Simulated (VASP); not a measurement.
PbO2:

```
CELL_PARAMETERS angstrom
4.95780 0.00000 0.00000
0.00000 4.95780 0.00000
0.00000 0.00000 3.38780
ATOMIC_POSITIONS crystal
Pb 0.00000 0.00000 0.00000
Pb 0.50000 0.50000 0.50000
O 0.30670 0.30670 0.00000
O 0.19330 0.80670 0.50000
O 0.69330 0.69330 0.00000
O 0.80670 0.19330 0.50000
```

Base run:

| Quantity | Value |
| --- | --- |
| Program | VASP 6.6.1 |
| Functional | r2SCAN |
| Potentials or basis | VASP PAW PBE potentials, release 64 (Pb_d, O) |
| Cutoff | 520 eV |
| k mesh | 5 × 5 × 7 |
| Occupations | fermi-dirac, width 0.02 eV |
| Spin | no spin polarisation |

Its results: band gap on the k mesh 0.14 eV, indirect (least direct gap 0.47 eV); pressure 3.4 GPa; largest force 0.008 eV/Å.

**Question.** The run is repeated on the same cell with these changes: functional from r2SCAN to PBE. What comes out?

**Answer.** Band gap on the k mesh 0.13 eV, indirect (least direct gap 0.42 eV); pressure 9.2 GPa; largest force 0.011 eV/Å.

Caveats: spin-orbit coupling is left out, which moves the levels of the heavy elements; the PAW data sets were made with another functional, which shifts forces and pressure a little (some runs).

A k mesh can miss the band edges.
